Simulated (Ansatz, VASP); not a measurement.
Two plane-wave programs on ZrNb2O4

```
Zr Nb O
1.0
     3.31383    1.91324    3.55770
    -3.31383    1.91324    3.55770
     0.00000   -3.82648    3.55770
Zr Nb O
1 2 4
Direct
  0.00000 0.00000 0.00000
  0.32463 0.32463 0.32463
  0.67537 0.67537 0.67537
  0.50000 0.50000 0.00000
  0.00000 0.50000 0.50000
  0.50000 0.00000 0.50000
  0.50000 0.50000 0.50000
```

Alike in both runs: functional PBE; k mesh 6 × 6 × 6; occupations gaussian, width 0.1 eV; collinear spin.

Ansatz relaxed the structure, and its values are those at the end. VASP's run is a single point on that final structure, the one shown.

|  | VASP | Ansatz |
| --- | --- | --- |
| version | VASP 6.6.1 | Ansatz 0.2.0 |
| potentials or method | VASP PAW PBE potentials, release 64 (Zr_sv, Nb_sv, O), cutoff 520 eV | scalar-relativistic, plane waves, PAW |
| valence electrons in the cell | 62 | 62 |

Ansatz gave:

```
gap on the k mesh at the Fermi level (eV)                     : none
pressure (GPa)                                                : 0.0
rms of the force components (eV/Å)                            : 0.000
net moment per atom (μB)                                      : 0.32
size of the moment on the site where the two differ most (μB) : 1.30
```

Q: What did VASP give for the same quantities?

A: gap on the k mesh at the Fermi level (eV): none; pressure (GPa): -0.2; rms of the force components (eV/Å): 0.007; net moment per atom (μB): 0.32; size of the moment on the site where the two differ most (μB): 1.17.

Site moments also hang on the region over which each program counts them. A gap of «none» marks a metal or a gap that the smearing closes.
